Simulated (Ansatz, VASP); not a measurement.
# One calculation of In2GeO3, two programs

```
CELL_PARAMETERS angstrom
3.21500 0.00000 0.00000
0.00000 3.21500 0.00000
0.00000 0.00000 8.04142
ATOMIC_POSITIONS crystal
In 0.00000 0.50000 0.67457
In 0.50000 0.00000 0.32543
Ge 0.00000 0.00000 0.00000
O 0.00000 0.50000 0.39109
O 0.50000 0.00000 0.60891
O 0.50000 0.50000 0.00000
```

Change from the starting cell: species swapped into the Ti2CuSb3 type (P-4m2, No. 115).

Alike in both runs: functional PBE; k mesh 12 × 12 × 6; occupations gaussian, width 0.1 eV; no spin polarisation.

Ansatz relaxed the structure, and its values are those at the end. VASP's run is a single point on that final structure, the one shown.

|  | VASP | Ansatz |
| --- | --- | --- |
| version | VASP 6.6.1 | Ansatz 0.2.0 |
| potentials or method | VASP PAW PBE potentials, release 64 (In_d, Ge_d, O), cutoff 520 eV | scalar-relativistic, plane waves, PAW |
| valence electrons in the cell | 58 | 58 |

VASP gave:

- gap on the k mesh at the Fermi level (eV): none
- pressure (GPa): 0.1
- rms of the force components (eV/Å): 0.010

Question: Estimate Ansatz's values.

Answer: gap on the k mesh at the Fermi level (eV): none; pressure (GPa): 0.0; rms of the force components (eV/Å): 0.000.

A gap of «none» marks a metal or a gap that the smearing closes.
